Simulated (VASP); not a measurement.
# C in VASP: notebook

Runs on C. Level: PBE+D3(BJ). Tasks: electric field gradients, phonons.

All numbers are computed with VASP 6.6.1; they aren't measurements. Logs are shortened: lines on timing, memory, paths and dates and some standing lists are left out, and cuts for length are marked.

### Step 1. The cell of the first run

The typed cell holds 2 atoms: a = 2.465 Å, b = 2.465 Å, c = 3.660 Å, α = 109.62°, β = 109.62°, γ = 60.00°.

### Step 2. Electric field gradients, PBE+D3(BJ)

Contents of INCAR:

```
ALGO = Normal
EDIFF = 1E-8
ENCUT = 520
GGA = PE
ISIF = 2
ISMEAR = 0
IVDW = 12
LASPH = T
LCHARG = F
LEFG = T
LREAL = F
LWAVE = F
NBANDS = 11
NELM = 80
PREC = Accurate
SIGMA = 0.01
```

Contents of KPOINTS:

```
k-points
0
Gamma
  14 14 8
```

Contents of POSCAR:

```
C
1.0
    2.1346726849     -1.2324636280     -0.0109748603
    2.1346726849      1.2324636280     -0.0109748603
   -1.4018983539      0.0000000000      3.3805172231
C
2
Direct
    0.8333721112      0.8333721112      0.0001159981
    0.1666278888      0.1666278888      0.9998840019
```

Potentials or basis: VASP PAW PBE potentials, release 64 (C).

Run with:

```sh
> cat potpaw_PBE.64/C/POTCAR > POTCAR
> mpirun -np 1 vasp_std > vasp.out
```

OUTCAR:

```text
EDIFF = 1E-8
   ENCUT = 520
   GGA = PE
   ISIF = 2
   ISMEAR = 0
   IVDW = 12
   LASPH = T
   LREAL = F
   NELM = 80
   PREC = Accurate
 IVDW          = 12

 ion  position               nearest neighbor table
   1  0.833  0.833  0.000-   2 1.42   2 1.42   2 1.42
   2  0.167  0.167  1.000-   1 1.42   1 1.42   1 1.42

  LATTYP: Found a base centered monoclinic cell.
 ALAT       =     4.2694017938
 B/A-ratio  =     0.5773472198
 C/A-ratio  =     0.8571866591
 COS(beta)  =    -0.3878103731

  Lattice vectors:

 A1 = (   2.1346726849,  -1.2324636280,  -0.0109748603)
 A2 = (   2.1346726849,   1.2324636280,  -0.0109748603)
 A3 = (  -1.4018983539,   0.0000000000,   3.3805172231)

Analysis of symmetry for initial positions (statically):
=====================================================================
 Subroutine PRICEL returns:
 Original cell was already a primitive cell.

 Routine SETGRP: Setting up the symmetry group for a
 base centered monoclinic supercell.

 Subroutine GETGRP returns: Found  4 space group operations
 (whereof  4 operations were pure point group operations)
 out of a pool of  4 trial point group operations.

The static configuration has the point symmetry C_2h.

Analysis of symmetry for dynamics (positions and initial velocities):
=====================================================================
 Subroutine PRICEL returns:
 Original cell was already a primitive cell.

 Routine SETGRP: Setting up the symmetry group for a
 base centered monoclinic supercell.

 Subroutine GETGRP returns: Found  4 space group operations
 (whereof  4 operations were pure point group operations)
 out of a pool of  4 trial point group operations.

The dynamic configuration has the point symmetry C_2h.

 Subroutine INISYM returns: Found  4 space group operations
 (whereof  4 operations are pure point group operations),
 and found     1 'primitive' translations

----------------------------------------------------------------------------------------

                                     Primitive cell

  volume of cell :      17.7497

  direct lattice vectors                    reciprocal lattice vectors
     2.134672685 -1.232463628 -0.010974860     0.234728404 -0.405691485  0.097341721
     2.134672685  1.232463628 -0.010974860     0.234728404  0.405691485  0.097341721
    -1.401898354  0.000000000  3.380517223     0.001524093  0.000000000  0.296444762

  length of vectors
     2.464937020  2.464937020  3.659674260     0.478704936  0.478704936  0.296448680

  position of ions in fractional coordinates (direct lattice)
     0.833372111  0.833372111  0.000115998
     0.166627889  0.166627889  0.999884002

  ion indices of the primitive-cell ions
   primitive index   ion index
                 1           1
                 2           2

----------------------------------------------------------------------------------------

 KPOINTS: k-points

Automatic generation of k-mesh.
 Grid dimensions read from file:
 generate k-points for:   14   14    8

 Generating k-lattice:

  Cartesian coordinates                     Fractional coordinates (reciprocal lattice)
     0.016766315 -0.028977963  0.006952980     0.071428571  0.000000000  0.000000000
     0.016766315  0.028977963  0.006952980     0.000000000  0.071428571  0.000000000
     0.000190512  0.000000000  0.037055595     0.000000000  0.000000000  0.125000000

  Length of vectors
     0.034193210  0.034193210  0.037056085

  Shift w.r.t. Gamma in fractional coordinates (k-lattice)
     0.000000000  0.000000000  0.000000000

 Subroutine IBZKPT returns following result:
 ===========================================

 Found    429 irreducible k-points:

 Following reciprocal coordinates:
            Coordinates               Weight
  0.000000  0.000000  0.000000      1.000000
  0.071429  0.000000 -0.000000      4.000000
  0.142857  0.000000  0.000000      4.000000
  0.214286  0.000000 -0.000000      4.000000
  0.285714  0.000000 -0.000000      4.000000
  0.357143  0.000000  0.000000      4.000000
[... 16 lines left out ...]
  0.214286  0.142857  0.000000      4.000000
  0.285714  0.142857  0.000000      4.000000
 [... further k-points ...]
   k-points           NKPTS =    429   k-points in BZ     NKDIM =    429   number of bands    NBANDS=     11
   number of dos      NEDOS =    301   number of ions     NIONS =      2
   total plane-waves  NPLWV =   9072
   dimension x,y,z NGX =    18 NGY =   18 NGZ =   28
   dimension x,y,z NGXF=    36 NGYF=   36 NGZF=   56
   ions per type =               2
   NGX,Y,Z   is equivalent  to a cutoff of  12.14, 12.14, 12.72 a.u.
   NGXF,Y,Z  is equivalent  to a cutoff of  24.28, 24.28, 25.44 a.u.
 SYSTEM =  unknown system
   PREC   = accura    normal or accurate (medium, high low for compatibility)
   ISTART =      0    job   : 0-new  1-cont  2-samecut
   ICHARG =      2    charge: 1-file 2-atom 10-const
   ISPIN  =      1    spin polarized calculation?
   LNONCOLLINEAR =      F non collinear calculations
   LSORBIT =      F    spin-orbit coupling
   LASPH  =      T    aspherical Exc in radial PAW
   ENCUT  =  520.0 eV  38.22 Ry    6.18 a.u.   4.58  4.58  6.80*2*pi/ulx,y,z
   NELM   =     80;   NELMIN=  2; NELMDL= -5     # of ELM steps
   EDIFF  = 0.1E-07   stopping-criterion for ELM
   LREAL  =      F    real-space projection
   EDIFFG = 0.1E-06   stopping-criterion for IOM
   NSW    =      0    number of steps for IOM
   IBRION =     -1    ionic relax: 0-MD 1-quasi-New 2-CG
   NFREE  =      0    steps in history (QN), initial steepest desc. (CG)
   ISIF   =      2    stress and relaxation
   ISYM   =      2    0-nonsym 1-usesym 2-fastsym
   POTIM  = 0.5000    time-step for ionic-motion
   TEBEG  =    0.0;   TEEND  =   0.0 temperature during run
   PSTRESS=    0.0 pullay stress
   NELECT =       8.0000    total number of electrons
   NUPDOWN=      -1.0000    fix difference up-down
   EMIN   =  10.00;   EMAX   =-10.00  energy-range for DOS
   EFERMI =   0.00;   METHOD = LEGACY
   ISMEAR =     0;   SIGMA  =   0.01  broadening in eV -4-tet -1-fermi 0-gaus
   EFERMI_NEDOS =   21; number of points for ismear=-14 and -15
   IALGO  =     38    algorithm
   IMIX   =      4    mixing-type and parameters
     AMIX     =   0.40;   BMIX     =  1.00
     AMIX_MAG =   1.60;   BMIX_MAG =  1.00
  volume/ion in A,a.u.               =       8.87        59.89
  Fermi-wavevector in a.u.,A,eV,Ry     =   1.255185  2.371955 21.435823  1.575489
  Thomas-Fermi vector in A             =   2.388954
   LORBIT       =      0    0 simple, 1 ext, 2 COOP (PROOUT), +10 PAW based schemes
   GGA     = PE    functional components
   LHFCALC =     F    Hartree Fock is set to
   AEXX    =    0.0000 exact exchange contribution
   IVDW    =    12    specifies the selected vdW correction
   LEPSILON=     F    determine dielectric tensor
   LRPA    =     F    only Hartree local field effects (RPA)
 non-spin polarized calculation
 Gauss-broadening in eV      SIGMA  =   0.01
  energy-cutoff  :      520.00
  volume of cell :       17.75
 maximum number of plane-waves:       493
   NGX =  9   NGY =  9   NGZ = 13

 number of electron       7.9999999 magnetization

 Free energy of the ion-electron system (eV)
  ---------------------------------------------------
  ext. energy  EPLUGINS =         0.00000000
  ---------------------------------------------------
  free energy    TOTEN  =       -18.42503329 eV

  energy without entropy =      -18.42503329  energy(sigma->0) =      -18.42503329

 E-fermi :   4.4461     XC(G=0): -10.2857

 val. band max:        4.3553608009   @ k =  -0.2857   0.3571   0.1250
 cond. band min:       5.0415668543   @ k =  -0.3571   0.3571   0.5000
 fundamental gap:      0.6862060534
 Fermi energy:         4.4461273565

 k-point     1 :       0.0000    0.0000    0.0000
  band No.  band energies     occupation
      1     -15.0162      2.00000
      2      -1.9469      2.00000
      3       1.6303      2.00000
      4       1.6304      2.00000
      5       8.8725      0.00000
      6      13.0024      0.00000
      7      13.0028      0.00000
      8      15.9928      0.00000
      9      17.2772      0.00000
     10      27.3627      0.00000
     11      30.1618      0.00000
[... 309 lines left out ...]
 k-point    24 :       0.2857    0.1429    0.0000
  band No.  band energies     occupation
      1     -13.5195      2.00000
      2      -2.2178      2.00000
      3      -1.0089      2.00000
      4      -0.7166      2.00000
      5      11.5120      0.00000
      6      11.9447      0.00000
      7      14.2740      0.00000
      8      15.8738      0.00000
      9      20.7940      0.00000
     10      22.8820      0.00000
     11      28.6279      0.00000

 [... further k-points ...]

------------------------ aborting loop because EDIFF is reached ----------------------------------------

 Edisp (eV)   -0.31066

 E8    (eV) :    -0.0880

  FORCE on cell =-STRESS in cart. coord.  units (eV):
  Direction    XX          YY          ZZ          XY          YZ          ZX
  --------------------------------------------------------------------------------------
  -------------------------------------------------------------------------------------
  Total       0.07876     0.07870    -0.00850     0.00000     0.00000    -0.00103
  in kB       7.10917     7.10384    -0.76688     0.00000     0.00000    -0.09335
  external pressure =        4.48 kB  Pullay stress =        0.00 kB

 VOLUME and BASIS-vectors are now :
 -----------------------------------------------------------------------------
  energy-cutoff  :      520.00
  volume of cell :       17.75
      direct lattice vectors                 reciprocal lattice vectors
     2.134672685 -1.232463628 -0.010974860     0.234728404 -0.405691485  0.097341721
     2.134672685  1.232463628 -0.010974860     0.234728404  0.405691485  0.097341721
    -1.401898354  0.000000000  3.380517223     0.001524093  0.000000000  0.296444762

 POSITION                                       TOTAL-FORCE (eV/Angst)
 -----------------------------------------------------------------------------------
      3.55779      0.00000     -0.01790        -0.000053      0.000000     -0.000032
     -0.69034      0.00000      3.37647         0.000053      0.000000      0.000032
 -----------------------------------------------------------------------------------
    total drift:                                0.000000      0.000000     -0.000000

  FREE ENERGIE OF THE ION-ELECTRON SYSTEM (eV)
  ---------------------------------------------------
  free  energy   TOTEN  =       -18.7356937866 eV

  energy  without entropy=      -18.7356937866  energy(sigma->0) =      -18.73569379

 Electric field gradients (V/A^2)
---------------------------------------------------------------------
 ion       V_xx      V_yy      V_zz      V_xy      V_xz      V_yz
---------------------------------------------------------------------
   1     -15.256   -15.259    30.514    -0.000     0.236    -0.000
   2     -15.256   -15.259    30.514     0.000     0.236     0.000
---------------------------------------------------------------------

 Electric field gradients after diagonalization (V/A^2)
 (convention: |V_zz| > |V_xx| > |V_yy|)
----------------------------------------------------------------------
 ion       V_xx      V_yy      V_zz     asymmetry (V_yy - V_xx)/ V_zz
----------------------------------------------------------------------
   1     -15.259   -15.257    30.516       0.000
   2     -15.259   -15.257    30.516       0.000
----------------------------------------------------------------------

           NMR quadrupolar parameters

 Cq : quadrupolar parameter    Cq=e*Q*V_zz/h
 eta: asymmetry parameters     (V_yy - V_xx)/ V_zz
 Q  : nuclear electric quadrupole moment in mb (millibarn)
----------------------------------------------------------------------
 ion       Cq(MHz)       eta       Q (mb)
----------------------------------------------------------------------
   1       0.074       0.000       1.000
   2       0.074       0.000       1.000
----------------------------------------------------------------------
```

Run time: 53 s. Hardware: 1 thread of Intel Xeon Platinum 8259CL at 2.50GHz (Skylake/Cascade Lake), shared host; peak memory 0.18 GiB.

Results:

```yaml
Free_energy: -18.7357 eV
Pressure: 0.4 GPa
Band_gap_on_the_k_mesh: 0.69 eV, indirect (the least direct gap lies 0.5 meV higher)
Dispersion_energy_per_atom: -0.155 eV
```

Levels at points of the mesh, in eV from the valence-band top:
```tsv
k point	band 1	band 2	band 3	band 4	band 5	band 6	band 7	band 8
(0.00, 0.00, 0.00)	-19.37	-6.30	-2.73	-2.73	4.52	8.65	8.65	11.64
(0.50, 0.00, 0.00)	-14.03	-12.98	-6.09	-1.72	2.29	7.87	12.13	12.76
(0.50, 0.50, 0.00)	-13.93	-12.90	-6.14	-2.42	1.61	7.49	13.49	15.33
(0.00, 0.00, 0.50)	-19.08	-8.22	-2.74	-2.74	8.60	8.60	10.71	11.84
(0.50, 0.00, 0.50)	-13.93	-12.90	-6.14	-2.42	1.60	7.49	13.50	15.36
(0.50, 0.50, 0.50)	-14.03	-12.98	-6.09	-1.73	2.28	7.87	12.13	12.77
```

Electric field gradients, principal values (V/Å²):
| atom | least | middle | greatest (by size) |
| --- | --- | --- | --- |
| 1 C | -15.257 | -15.259 | 30.516 |
| 2 C | -15.257 | -15.259 | 30.516 |

Caveat: without QUAD_EFG the Cq values of the log hold for a quadrupole moment of 1 mb, not for the nuclei.

### Step 3. Phonons, PBE+D3(BJ)

This run uses another cell than the first one, of 7.24 Å³/atom, 0.816 times its volume.

Contents of INCAR:

```
SYSTEM = C
PREC = Accurate
ENCUT = 520
EDIFF = 1E-8
ISMEAR = 0
SIGMA = 0.01
LREAL = .FALSE.
LASPH = .TRUE.
NELM = 100
ALGO = Normal
ISIF = 2
LWAVE = .FALSE.
LCHARG = .FALSE.
GGA = PE
IVDW = 12
NBANDS = 11
IBRION = 6
NFREE = 2
POTIM = 0.015
NSW = 1
```

Contents of KPOINTS:

```
Automatic mesh
0
G
  18 18 18
  0 0 0
```

Contents of POSCAR:

```
C
1.0
    2.1111326545     -1.2188826925     -0.0119987191
    2.1111326545      1.2188826925     -0.0119987191
   -1.3914343286      0.0000000000      2.8209334919
C
2
Direct
    0.8337901991      0.8337901991      0.0013705973
    0.1662098009      0.1662098009      0.9986294027
```

Potentials or basis: VASP PAW PBE potentials, release 64 (C).

Run with:

```sh
> cat potpaw_PBE.64/C/POTCAR > POTCAR
> mpirun -np 1 vasp_std > vasp.out
```

OUTCAR:

```text
SYSTEM = C
   PREC = Accurate
   ENCUT = 520
   EDIFF = 1E-8
   ISMEAR = 0
   LREAL = .FALSE.
   LASPH = .TRUE.
   NELM = 100
   ISIF = 2
   GGA = PE
   IVDW = 12
   IBRION = 6
   NFREE = 2
   POTIM = 0.015
   NSW = 1
 IVDW          = 12

 ion  position               nearest neighbor table
   1  0.834  0.834  0.001-   2 1.41   2 1.41   2 1.41
[... 669 lines left out ...]

 INTERNAL STRAIN TENSOR FOR ION    2 for displacements in x,y,z  (eV/Angst):
          X           Y           Z          XY          YZ          ZX
  --------------------------------------------------------------------------------
  x   -13.72671    13.59338     0.13793     0.00000     0.00000     0.52057
  y     0.00000     0.00000     0.00000    13.66529     0.36408     0.00000
  z   -12.13208   -12.28857    25.22867     0.00000     0.00000     0.20984

 Eigenvectors and eigenvalues of the dynamical matrix
 ----------------------------------------------------

   1 f  =   48.418122 THz   304.220035 2PiTHz 1615.054720 cm-1   200.241175 meV
             X         Y         Z           dx          dy          dz
      3.518576  0.000000 -0.016142     0.000000   -0.707107    0.000000
     -0.687745  0.000000  2.813079    -0.000000    0.707107   -0.000000
[... 16 lines left out ...]
   5 f  =    0.000000 THz     0.000003 2PiTHz    0.000015 cm-1     0.000002 meV
             X         Y         Z           dx          dy          dz
      3.518576  0.000000 -0.016142    -0.574434   -0.359666   -0.201657
     -0.687745  0.000000  2.813079    -0.574434   -0.359666   -0.201657

   6 f/i=    0.000000 THz     0.000001 2PiTHz    0.000003 cm-1     0.000000 meV
             X         Y         Z           dx          dy          dz
      3.518576  0.000000 -0.016142    -0.074537    0.430689   -0.555834
     -0.687745  0.000000  2.813079    -0.074537    0.430689   -0.555834

 ELASTIC MODULI CONTR FROM IONIC RELAXATION (kBar)
 Direction    XX          YY          ZZ          XY          YZ          ZX
 --------------------------------------------------------------------------------
 XX       -4142.2060  -3425.7321   7818.3480     -0.0000     -0.0000     79.5720
 YY       -3425.7321  -4143.2424   7819.4091     -0.0000     -0.0000     52.3183
 ZZ        7818.3480   7819.4091 -16155.1733      0.0000      0.0000   -136.2544
 XY          -0.0000     -0.0000      0.0000   -358.7596     -9.5584      0.0000
 YZ          -0.0000     -0.0000      0.0000     -9.5584     -0.2547      0.0000
 ZX          79.5720     52.3183   -136.2544      0.0000      0.0000     -1.6675
 --------------------------------------------------------------------------------
```

OSZICAR:

```text
N       E                     dE             d eps       ncg     rms          rms(c)
DAV:   1    -0.995734755976E+00   -0.99573E+00   -0.42394E+03 13150   0.662E+02
DAV:   2    -0.190710114422E+02   -0.18075E+02   -0.17312E+02 16381   0.119E+02
[... 23 lines left out ...]
DAV:   1    -0.182203848995E+02   -0.23580E-02   -0.12947E+00 34244   0.795E+00    0.356E-01
DAV:   2    -0.182189770575E+02    0.14078E-02   -0.95110E-03 42245   0.815E-01    0.198E-01
DAV:   3    -0.182181518848E+02    0.82517E-03   -0.22206E-03 37949   0.355E-01    0.250E-02
DAV:   4    -0.182181521488E+02   -0.26407E-06   -0.10078E-04 41146   0.825E-02    0.158E-02
DAV:   5    -0.182181491471E+02    0.30018E-05   -0.67889E-06 41889   0.187E-02    0.106E-03
DAV:   6    -0.182181491708E+02   -0.23720E-07   -0.31586E-07 39605   0.444E-03    0.457E-04
DAV:   7    -0.182181491672E+02    0.36011E-08   -0.65322E-09 26390   0.606E-04
   3 F= -.18595375E+02 E0= -.18595375E+02  d E =-.132683E-11
```

Run time: 3.5 min. Hardware: 1 thread of Intel Xeon Platinum 8259CL at 2.50GHz (Skylake/Cascade Lake), shared host; peak memory 0.42 GiB.

Results:

| Item | Value |
| --- | --- |
| Highest phonon frequency at Γ | 1615 cm⁻¹ |
| Dispersion energy per atom | -0.189 eV |

Phonon frequencies in cm⁻¹ (negative: imaginary):
```tsv
q point	frequencies
(0.000, 0.000, 0.000)	0 0 0 444 1615 1615
```

Caveat: the cell wasn't relaxed at this level first, which shifts response properties.
